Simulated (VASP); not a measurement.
Set up this calculation in VASP 6.6.1, as the native input.

```
Task                   : single point
Functional             : PBEsol
Potentials or basis    : VASP PAW PBE potentials, release 64 (Co, W_sv)
Cutoff                 : 520 eV
k mesh                 : 12 × 12 × 12
Occupations            : gaussian, width 0.15 eV
Spin                   : no spin polarisation
Dipole correction      : no
Further INCAR settings : ALGO = Fast; EDIFF = 1e-06; NBANDS = 34
```

The structure of CoW3 lies in POSCAR:

```
CoW3
1.0
    3.8582449849      0.0000000000      0.0000000000
    0.0000000000      3.8582449849      0.0289368374
    0.0000000000      0.0289368374      3.8582449849
Co W
1 3
Direct
    0.0000000000      0.0000000000      0.0000000000
    0.0000000000      0.5000000000      0.5000000000
    0.5000000000      0.0000000000      0.5000000000
    0.5000000000      0.5000000000      0.0000000000
```

This cell differs from its parent crystal: strain +0.0150 x Voigt [0, 0, 0, 1, 0, 0].

One way to write it, as run:

INCAR

```
SYSTEM = CoW3
  PREC = Accurate
  ENCUT = 520
  EDIFF = 1E-6
  ISMEAR = 0
  SIGMA = 0.15
  LREAL = .FALSE.
  LASPH = .TRUE.
  NELM = 60
  ALGO = Fast
  ISIF = 2
  LWAVE = .FALSE.
  LCHARG = .FALSE.
  GGA = PS
  NBANDS = 34
```

KPOINTS

```
regular mesh
0
G
  12 12 12
  0 0 0
```

Potentials or basis: VASP PAW PBE potentials, release 64 (Co, W_sv).

The run is started by

```bash
$ cat potpaw_PBE.64/Co/POTCAR potpaw_PBE.64/W_sv/POTCAR > POTCAR
$ mpirun -np 1 vasp_std > vasp.out
```

Results of the run:

```
Pressure               : 0.8 GPa
Band gap on the k mesh : zero (an odd number of electrons rules out a gap without spin polarisation)
```

Caveat: the cell differs from its parent crystal (strain +0.0150 x Voigt [0, 0, 0, 1, 0, 0]); the PAW data sets were made with another functional, which shifts forces and pressure a little; spin-orbit coupling is left out, which moves the levels of the heavy elements; the run has no spin polarisation, though such a crystal can be magnetic.

It took 5.9 min on 1 thread of AMD EPYC 9R45 96-Core Processor (Zen 5), with other jobs on the host, peak memory 0.51 GiB.
